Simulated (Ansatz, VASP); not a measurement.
Two plane-wave programs on Sb

INCAR

```
SYSTEM = Sb
PREC = Accurate ; ENCUT = 520
EDIFF = 1E-7 ; ISMEAR = 0
SIGMA = 0.15 ; LREAL = .FALSE.
LASPH = .TRUE. ; NELM = 60
ALGO = Normal ; ISIF = 2
LWAVE = .FALSE. ; LCHARG = .FALSE.
GGA = PE ; NBANDS = 12
```

File KPOINTS:

```
regular mesh
0
G
  12 12 12
  0 0 0
```

POSCAR

```
Sb
1.0
    2.1506003320      1.2416496806      3.7440000000
   -2.1506003320      1.2416496806      3.7440000000
    0.0000000000     -2.4832993611      3.7440000000
Sb
2
Direct
    0.1291368501      0.2277753703      0.2638795745
    0.7663600000      0.7663600000      0.7663600000
```

Input for Ansatz:

```yaml
crystal:
  lattice:
    - [2.150600332, 1.2416496806, 3.744]
    - [-2.150600332, 1.2416496806, 3.744]
    - [0.0, -2.4832993611, 3.744]
  atoms:
    - { symbol: Sb, position: [0.1291368501, 0.2277753703, 0.2638795745] }
    - { symbol: Sb, position: [0.76636, 0.76636, 0.76636] }
basis:
  ecutwfc: 420
kpoints:
  mp_grid: { grid: [12, 12, 12] }
hamiltonian:
  xc: pbe
scf:
  occupations: { method: gaussian, width: 0.15 }
output:
  forces: true
  stress: true
  eigenvalues: true
```

Alike in both runs: task single point; functional PBE; k mesh 12 × 12 × 12; occupations gaussian, width 0.15 eV; no spin polarisation.

|  | VASP | Ansatz |
| --- | --- | --- |
| version | VASP 6.6.1 | Ansatz 0.2.0 |
| potentials or method | VASP PAW PBE potentials, release 64 (Sb), cutoff 520 eV | scalar-relativistic, plane waves, PAW |
| valence electrons in the cell | 10 | 30 |

|  | VASP | Ansatz | Ansatz less VASP |
| --- | --- | --- | --- |
| gap on the k mesh at the Fermi level (eV) | none | none | - |
| pressure (GPa) | 10.8 | 10.4 | -0.37 |
| traceless stress, the component that is largest in VASP (GPa) | 6.39 | 6.02 | -0.370 |
| rms of the force components (eV/Å) | 1.949 | 1.890 | -0.0589 |

Atom by atom the forces differ by 0.059 eV/Å (rms over components). A gap of «none» marks a metal or a gap that the smearing closes. VASP's potentials hold 10 valence electrons a cell and Ansatz's 30, so a difference there can come from the potentials and not from the codes.

Spin-orbit coupling is off throughout.
